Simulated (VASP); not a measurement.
# As (Cmce) in VASP: notebook, part 2 of 2

VASP 6.6.1.

## 3. Single point, LDA

This run uses another cell than the first one, of 23.33 Å³/atom.

File INCAR:

```
SYSTEM = As
PREC     = Accurate       ! precision mode
ENCUT    = 520            ! plane-wave cutoff, eV
EDIFF    = 1E-6           ! SCF threshold, eV
ISMEAR   = -1             ! smearing method
SIGMA    = 0.05           ! smearing width, eV
LREAL    = .False.        ! projectors in reciprocal space
LASPH    = .True.         ! aspherical terms in the spheres
NELM     = 60             ! most SCF steps
ALGO     = Normal         ! electronic algorithm
ISIF     = 2              ! what is computed and relaxed
LWAVE    = .False.        ! write WAVECAR
LCHARG   = .False.        ! write CHGCAR
NBANDS   = 18             ! bands
```

File KPOINTS:

```
Automatic mesh
0
Gamma
  8 8 6
  0 0 0
```

File POSCAR:

```
As
1.0
    1.8490159120     -5.5723767210      0.0000000000
    1.8490159120      5.5723767210      0.0000000000
    0.0000000000      0.0000000000      4.5288225351
As
4
Direct
    0.3900000000      0.6100000000      0.5600000000
    0.8900000000      0.1100000000      0.9400000000
    0.6100000000      0.3900000000      0.4400000000
    0.1100000000      0.8900000000      0.0600000000
```

Potentials or basis: VASP PAW LDA potentials, release 64 (As).

Run with:

```sh
$ cat potpaw_LDA.64/As/POTCAR > POTCAR
$ mpirun -np 1 vasp_std > vasp.out
```

OUTCAR:

```text
SYSTEM = As
   PREC = Accurate
   ENCUT = 520
   EDIFF = 1E-6
   ISMEAR = -1
   LREAL = .False.
   LASPH = .True.
   NELM = 60
   ISIF = 2

 ion  position               nearest neighbor table
   1  0.390  0.610  0.560-   3 2.51   2 2.53   2 2.53
   2  0.890  0.110  0.940-   4 2.51   1 2.53   1 2.53
   3  0.610  0.390  0.440-   1 2.51   4 2.53   4 2.53
   4  0.110  0.890  0.060-   2 2.51   3 2.53   3 2.53

  LATTYP: Found a base centered orthorhombic cell.
 ALAT       =     3.6980318240
 B/A-ratio  =     3.0136986301
 C/A-ratio  =     1.2246575342

  Lattice vectors:

 A1 = (   1.8490159120,  -5.5723767210,   0.0000000000)
 A2 = (   1.8490159120,   5.5723767210,   0.0000000000)
 A3 = (   0.0000000000,   0.0000000000,   4.5288225351)

Analysis of symmetry for initial positions (statically):
=====================================================================
 Subroutine PRICEL returns:
 Original cell was already a primitive cell.

 Routine SETGRP: Setting up the symmetry group for a
 base centered orthorhombic supercell.

 Subroutine GETGRP returns: Found  8 space group operations
 (whereof  4 operations were pure point group operations)
 out of a pool of  8 trial point group operations.

The static configuration has the point symmetry C_2h.
 The point group associated with its full space group is D_2h.

Analysis of symmetry for dynamics (positions and initial velocities):
=====================================================================
 Subroutine PRICEL returns:
 Original cell was already a primitive cell.

 Routine SETGRP: Setting up the symmetry group for a
 base centered orthorhombic supercell.

 Subroutine GETGRP returns: Found  8 space group operations
 (whereof  4 operations were pure point group operations)
 out of a pool of  8 trial point group operations.

The dynamic configuration has the point symmetry C_2h.
 The point group associated with its full space group is D_2h.

 Subroutine INISYM returns: Found  8 space group operations
 (whereof  4 operations are pure point group operations),
 and found     1 'primitive' translations

----------------------------------------------------------------------------------------

                                     Primitive cell

  volume of cell :      93.3247

  direct lattice vectors                    reciprocal lattice vectors
     1.849015912 -5.572376721  0.000000000     0.270414114 -0.089728320  0.000000000
     1.849015912  5.572376721  0.000000000     0.270414114  0.089728320  0.000000000
     0.000000000  0.000000000  4.528822535     0.000000000  0.000000000  0.220807946

  length of vectors
     5.871136360  5.871136360  4.528822535     0.284912205  0.284912205  0.220807946

  position of ions in fractional coordinates (direct lattice)
     0.390000000  0.610000000  0.560000000
     0.890000000  0.110000000  0.940000000
     0.610000000  0.390000000  0.440000000
     0.110000000  0.890000000  0.060000000

  ion indices of the primitive-cell ions
   primitive index   ion index
                 1           1
                 2           2
                 3           3
                 4           4

----------------------------------------------------------------------------------------

 KPOINTS: Automatic mesh

Automatic generation of k-mesh.
 Grid dimensions read from file:
 generate k-points for:    8    8    6

 Generating k-lattice:

  Cartesian coordinates                     Fractional coordinates (reciprocal lattice)
     0.033801764 -0.011216040  0.000000000     0.125000000 -0.000000000  0.000000000
     0.033801764  0.011216040  0.000000000    -0.000000000  0.125000000  0.000000000
     0.000000000  0.000000000  0.036801324     0.000000000  0.000000000  0.166666667

  Length of vectors
     0.035614026  0.035614026  0.036801324

  Shift w.r.t. Gamma in fractional coordinates (k-lattice)
     0.000000000  0.000000000  0.000000000

 Subroutine IBZKPT returns following result:
 ===========================================

 Found     84 irreducible k-points:

 Following reciprocal coordinates:
            Coordinates               Weight
  0.000000  0.000000  0.000000      1.000000
  0.125000 -0.000000  0.000000      4.000000
  0.250000 -0.000000  0.000000      4.000000
  0.375000 -0.000000  0.000000      4.000000
  0.500000 -0.000000  0.000000      2.000000
  0.125000  0.125000  0.000000      2.000000
[... 16 lines left out ...]
  0.125000 -0.000000  0.166667      8.000000
  0.250000 -0.000000  0.166667      8.000000
 [... further k-points ...]
   k-points           NKPTS =     84   k-points in BZ     NKDIM =     84   number of bands    NBANDS=     18
   number of dos      NEDOS =    301   number of ions     NIONS =      4
   total plane-waves  NPLWV =  82944
   dimension x,y,z NGX =    48 NGY =   48 NGZ =   36
   dimension x,y,z NGXF=    96 NGYF=   96 NGZF=   72
   ions per type =               4
   NGX,Y,Z   is equivalent  to a cutoff of  13.59, 13.59, 13.22 a.u.
   NGXF,Y,Z  is equivalent  to a cutoff of  27.18, 27.18, 26.43 a.u.
 SYSTEM =  As
   PREC   = accura    normal or accurate (medium, high low for compatibility)
   ISTART =      0    job   : 0-new  1-cont  2-samecut
   ICHARG =      2    charge: 1-file 2-atom 10-const
   ISPIN  =      1    spin polarized calculation?
   LNONCOLLINEAR =      F non collinear calculations
   LSORBIT =      F    spin-orbit coupling
   LASPH  =      T    aspherical Exc in radial PAW
   ENCUT  =  520.0 eV  38.22 Ry    6.18 a.u.  10.92 10.92  8.42*2*pi/ulx,y,z
   NELM   =     60;   NELMIN=  2; NELMDL= -5     # of ELM steps
   EDIFF  = 0.1E-05   stopping-criterion for ELM
   LREAL  =      F    real-space projection
   EDIFFG = 0.1E-04   stopping-criterion for IOM
   NSW    =      0    number of steps for IOM
   IBRION =     -1    ionic relax: 0-MD 1-quasi-New 2-CG
   NFREE  =      0    steps in history (QN), initial steepest desc. (CG)
   ISIF   =      2    stress and relaxation
   ISYM   =      2    0-nonsym 1-usesym 2-fastsym
   POTIM  = 0.5000    time-step for ionic-motion
   TEBEG  =    0.0;   TEEND  =   0.0 temperature during run
   PSTRESS=    0.0 pullay stress
   NELECT =      20.0000    total number of electrons
   NUPDOWN=      -1.0000    fix difference up-down
   EMIN   =  10.00;   EMAX   =-10.00  energy-range for DOS
   EFERMI =   0.00;   METHOD = LEGACY
   ISMEAR =    -1;   SIGMA  =   0.05  broadening in eV -4-tet -1-fermi 0-gaus
   EFERMI_NEDOS =   21; number of points for ismear=-14 and -15
   IALGO  =     38    algorithm
   IMIX   =      4    mixing-type and parameters
     AMIX     =   0.40;   BMIX     =  1.00
     AMIX_MAG =   1.60;   BMIX_MAG =  1.00
  volume/ion in A,a.u.               =      23.33       157.45
  Fermi-wavevector in a.u.,A,eV,Ry     =   0.979684  1.851334 13.058610  0.959781
  Thomas-Fermi vector in A             =   2.110556
   LORBIT       =      0    0 simple, 1 ext, 2 COOP (PROOUT), +10 PAW based schemes
   GGA     = CA    functional components
   LHFCALC =     F    Hartree Fock is set to
   AEXX    =    0.0000 exact exchange contribution
   IVDW    =     0    specifies the selected vdW correction
   LEPSILON=     F    determine dielectric tensor
   LRPA    =     F    only Hartree local field effects (RPA)
 non-spin polarized calculation
  energy-cutoff  :      520.00
  volume of cell :       93.32
 maximum number of plane-waves:      2536
 NGX is ok and might be reduce to    48
   NGX = 21   NGY = 21   NGZ = 17

 number of electron      19.9999999 magnetization

 Free energy of the ion-electron system (eV)
  ---------------------------------------------------
  ext. energy  EPLUGINS =         0.00000000
  ---------------------------------------------------
  free energy    TOTEN  =       -21.26277978 eV

  energy without entropy =      -21.26017234  energy(sigma->0) =      -21.26147606

 E-fermi :   4.3471     XC(G=0):  -9.7991

 val. band max:        4.3244513354   @ k =   0.5000   0.5000   0.3333
 cond. band min:       4.3894913404   @ k =   0.5000   0.3750   0.0000
 fundamental gap:      0.0650400050
 Fermi energy:         4.3471338758

 k-point     1 :       0.0000    0.0000    0.0000
  band No.  band energies     occupation
      1     -10.0856      2.00000
      2      -7.4674      2.00000
      3      -4.9963      2.00000
      4      -1.8634      2.00000
      5      -1.4131      2.00000
      6       0.2667      2.00000
[... 10 lines left out ...]
     17      11.3688      0.00000
     18      11.3793      0.00000
[... 466 lines left out ...]
      2      -7.1133      2.00000
      3      -5.6515      2.00000
      4      -3.4383      2.00000
      5      -0.6269      2.00000
      6      -0.1610      2.00000
[... 10 lines left out ...]
     17      10.5700      0.00000
     18      11.7303      0.00000

 [... further k-points ...]
[... 5 lines left out ...]
  --------------------------------------------------------------------------------------
  -------------------------------------------------------------------------------------
  Total       -1.9774624     -2.1933428     -2.7410624      0.0000000      0.0000000      0.0000000
  in kB      -33.9486413    -37.6548290    -47.0579585      0.0000000      0.0000000      0.0000000
  external PRESSURE =     -39.5538096 kB  Pullay stress =       0.0000000 kB

 VOLUME and BASIS-vectors are now :
 -----------------------------------------------------------------------------
  energy-cutoff  :      520.00
  volume of cell :       93.32
      direct lattice vectors                 reciprocal lattice vectors
     1.849015912 -5.572376721  0.000000000     0.270414114 -0.089728320  0.000000000
     1.849015912  5.572376721  0.000000000     0.270414114  0.089728320  0.000000000
     0.000000000  0.000000000  4.528822535     0.000000000  0.000000000  0.220807946

 POSITION                                       TOTAL-FORCE (eV/Angst)
 -----------------------------------------------------------------------------------
      1.84902      1.22592      2.53614         0.000000     -0.199471      0.328381
      1.84902     -4.34645      4.25709         0.000000     -0.199471     -0.328381
      1.84902     -1.22592      1.99268         0.000000      0.199471     -0.328381
      1.84902      4.34645      0.27173         0.000000      0.199471      0.328381
 -----------------------------------------------------------------------------------
    total drift:                               -0.000000      0.000000     -0.000000

  FREE ENERGIE OF THE ION-ELECTRON SYSTEM (eV)
  ---------------------------------------------------
  free  energy   TOTEN  =       -21.2627797846 eV

  energy  without entropy=      -21.2601723352  energy(sigma->0) =      -21.26147606
```

It took 3 min on 1 thread of Intel Xeon 8259CL, shared host; peak memory 0.28 GiB.

What came out:

- Free energy: -21.2628 eV
- Pressure: -4.0 GPa
- Largest force: 0.384 eV/Å

Forces in eV/Å, atoms in the order of the input:
```
As   0.000 -0.199  0.328
As   0.000 -0.199 -0.328
As   0.000  0.199 -0.328
As   0.000  0.199  0.328
```

Caveat: the cell stands under tension.

## 4. Single point, PBEsol

This run uses another cell than the first one, of 23.33 Å³/atom.

File INCAR:

```
ALGO = Normal ; EDIFF = 1E-6
ENCUT = 520 ; GGA = PS
ISIF = 2 ; ISMEAR = -1
LASPH = T ; LCHARG = F
LREAL = F ; LWAVE = F
NBANDS = 18 ; NELM = 100
PREC = Accurate ; SIGMA = 0.05
```

File KPOINTS:

```
k-points
0
Gamma
  8 8 6
```

POSCAR is that of step 3.

Potentials or basis: VASP PAW PBE potentials, release 64 (As).

Run with:

```sh
$ cat potpaw_PBE.64/As/POTCAR > POTCAR
$ mpirun -np 1 vasp_std > vasp.out
```

It took 3.2 min on 1 thread of Intel Xeon 8259CL, shared host; peak memory 0.33 GiB.

The run converged. Its results:

| Quantity | Value |
| --- | --- |
| Free energy | -20.2107 eV |
| Pressure | -2.5 GPa |
| Largest force | 0.276 eV/Å |

Forces on the atoms (eV/Å):
```
As   0.000 -0.129  0.244
As   0.000 -0.129 -0.244
As   0.000  0.129 -0.244
As   0.000  0.129  0.244
```

Stress tensor (GPa, compression positive):
```
-1.87  0.00  0.00
 0.00 -2.36  0.00
 0.00  0.00 -3.16
```

Levels at points of the mesh, in eV from the Fermi level:
```tsv
k point	band 8	band 9	band 10	band 11	band 12	band 13
(0.00, 0.00, 0.00)	-2.12	-1.76	-0.99	1.96	2.03	2.48
(0.50, 0.00, 0.00)	-2.42	-2.25	-2.25	0.85	0.85	1.03
(0.50, 0.50, 0.00)	-1.57	-1.19	-0.31	0.10	2.00	2.30
(0.00, 0.00, 0.50)	-1.87	-0.60	-0.60	0.95	0.95	2.06
(0.50, 0.00, 0.50)	-4.43	-1.73	-1.73	1.97	1.97	4.47
(0.50, 0.50, 0.50)	-1.85	-1.07	-1.07	1.47	1.47	1.63
```

Caveat: the PAW data sets were made with another functional, which shifts forces and pressure a little.

## 5. Single point, LDA (23.33 Å³/atom)

This run uses another cell than the first one, of 23.33 Å³/atom.

File INCAR:

```
ALGO     = Normal         # electronic algorithm
EDIFF    = 1E-7           # SCF threshold, eV
ENCUT    = 520            # plane-wave cutoff, eV
ISIF     = 2              # what is computed and relaxed
ISMEAR   = -1             # smearing method
LASPH    = T              # aspherical terms in the spheres
LCHARG   = T              # write CHGCAR
LELF     = T              # ELF
LREAL    = F              # projectors in reciprocal space
LVHAR    = T            
LWAVE    = F              # write WAVECAR
NBANDS   = 18             # bands
NELM     = 100            # most SCF steps
PREC     = Accurate       # precision mode
SIGMA    = 0.05           # smearing width, eV
```

KPOINTS is that of step 4.

POSCAR is that of step 4.

Potentials or basis: VASP PAW LDA potentials, release 64 (As).

Run with:

```sh
$ cat potpaw_LDA.64/As/POTCAR > POTCAR
$ mpirun -np 1 vasp_std > vasp.out
```

OUTCAR:

```text
EDIFF = 1E-7
   ENCUT = 520
   ISIF = 2
   ISMEAR = -1
   LASPH = T
   LREAL = F
   NELM = 100
   PREC = Accurate

 ion  position               nearest neighbor table
   1  0.390  0.610  0.560-   3 2.51   2 2.53   2 2.53
   2  0.890  0.110  0.940-   4 2.51   1 2.53   1 2.53
   3  0.610  0.390  0.440-   1 2.51   4 2.53   4 2.53
   4  0.110  0.890  0.060-   2 2.51   3 2.53   3 2.53

  LATTYP: Found a base centered orthorhombic cell.
 ALAT       =     3.6980318240
 B/A-ratio  =     3.0136986301
 C/A-ratio  =     1.2246575342

  Lattice vectors:

 A1 = (   1.8490159120,  -5.5723767210,   0.0000000000)
 A2 = (   1.8490159120,   5.5723767210,   0.0000000000)
 A3 = (   0.0000000000,   0.0000000000,   4.5288225351)

Analysis of symmetry for initial positions (statically):
=====================================================================
 Subroutine PRICEL returns:
 Original cell was already a primitive cell.

[... 166 lines left out ...]

 Free energy of the ion-electron system (eV)
  ---------------------------------------------------
  ext. energy  EPLUGINS =         0.00000000
  ---------------------------------------------------
  free energy    TOTEN  =       -21.26277978 eV

  energy without entropy =      -21.26017195  energy(sigma->0) =      -21.26147586

 E-fermi :   4.3472     XC(G=0):  -9.7990

 val. band max:        4.3245219619   @ k =   0.5000   0.5000   0.3333
 cond. band min:       4.3895309466   @ k =   0.5000   0.3750   0.0000
 fundamental gap:      0.0650089848
 Fermi energy:         4.3471898483

 k-point     1 :       0.0000    0.0000    0.0000
  band No.  band energies     occupation
      1     -10.0856      2.00000
      2      -7.4673      2.00000
      3      -4.9962      2.00000
      4      -1.8633      2.00000
      5      -1.4131      2.00000
      6       0.2668      2.00000
[... 481 lines left out ...]
      5      -0.6269      2.00000
      6      -0.1609      2.00000
[... 10 lines left out ...]
     17      10.5700      0.00000
     18      11.7303      0.00000

 [... further k-points ...]
[... 5 lines left out ...]
  --------------------------------------------------------------------------------------
  -------------------------------------------------------------------------------------
  Total       -1.9793114     -2.1945678     -2.7427506      0.0000000      0.0000000      0.0000000
  in kB      -33.9803851    -37.6758590    -47.0869424      0.0000000      0.0000000      0.0000000
  external PRESSURE =     -39.5810622 kB  Pullay stress =       0.0000000 kB

 VOLUME and BASIS-vectors are now :
 -----------------------------------------------------------------------------
  energy-cutoff  :      520.00
  volume of cell :       93.32
      direct lattice vectors                 reciprocal lattice vectors
     1.849015912 -5.572376721  0.000000000     0.270414114 -0.089728320  0.000000000
     1.849015912  5.572376721  0.000000000     0.270414114  0.089728320  0.000000000
     0.000000000  0.000000000  4.528822535     0.000000000  0.000000000  0.220807946

 POSITION                                       TOTAL-FORCE (eV/Angst)
 -----------------------------------------------------------------------------------
      1.84902      1.22592      2.53614         0.000000     -0.199404      0.328342
      1.84902     -4.34645      4.25709         0.000000     -0.199404     -0.328342
      1.84902     -1.22592      1.99268         0.000000      0.199404     -0.328342
      1.84902      4.34645      0.27173         0.000000      0.199404      0.328342
 -----------------------------------------------------------------------------------
    total drift:                               -0.000000      0.000000     -0.000000

  FREE ENERGIE OF THE ION-ELECTRON SYSTEM (eV)
  ---------------------------------------------------
  free  energy   TOTEN  =       -21.2627797800 eV

  energy  without entropy=      -21.2601719463  energy(sigma->0) =      -21.26147586
```

stdout:

```text
POSCAR found type information on POSCAR As
 POSCAR found :  1 types and       4 ions
 scaLAPACK will be used
 LDA part: xc-table for (Slater(with rela. corr.)+CA(PZ))
 , standard interpolation
 POSCAR, INCAR and KPOINTS ok, starting setup
 FFT: planning ... GRIDC
 FFT: planning ... GRID_SOFT
 FFT: planning ... GRID
 WAVECAR not read
 entering main loop
```

It took 3.3 min on 1 thread of Intel Xeon 8259CL, shared host; peak memory 0.28 GiB.

What came out:

* Free energy: -21.2628 eV
* Pressure: -4.0 GPa
* Largest force: 0.384 eV/Å

Forces on the atoms (eV/Å):
```
As   0.000 -0.199  0.328
As   0.000 -0.199 -0.328
As   0.000  0.199 -0.328
As   0.000  0.199  0.328
```

Stress tensor (GPa, compression positive):
```
-3.40  0.00  0.00
 0.00 -3.77  0.00
 0.00  0.00 -4.71
```

Caveat: the cell stands under tension.

## 6. The runs side by side

| level | potentials or basis | cell | pressure (GPa) | largest force (eV/Å) |
| --- | --- | --- | --- | --- |
| LDA | VASP PAW LDA potentials, release 64 (As) | a = 5.833, b = 5.833, c = 4.500 Å, angles 90.0, 90.0, 143.3°, 4 atoms | -2.8 | 0.25 |
| LDA | VASP PAW LDA potentials, release 64 (As) | a = 5.871, b = 5.871, c = 4.529 Å, angles 90.0, 90.0, 143.3°, 4 atoms | -4.0 | 0.38 |
| PBEsol | VASP PAW PBE potentials, release 64 (As) | a = 5.871, b = 5.871, c = 4.529 Å, angles 90.0, 90.0, 143.3°, 4 atoms | -2.5 | 0.28 |

Alike in all rows: task single point; no spin polarisation; k mesh 8 × 8 × 6; cutoff (eV) 520; smearing fermi-dirac 0.05 eV.

Caveats: the cell stands under tension (at least some runs); the PAW data sets were made with another functional, which shifts forces and pressure a little (at least some runs).

Total energies depend on the potentials used, so only differences within one code and one set of settings carry meaning.
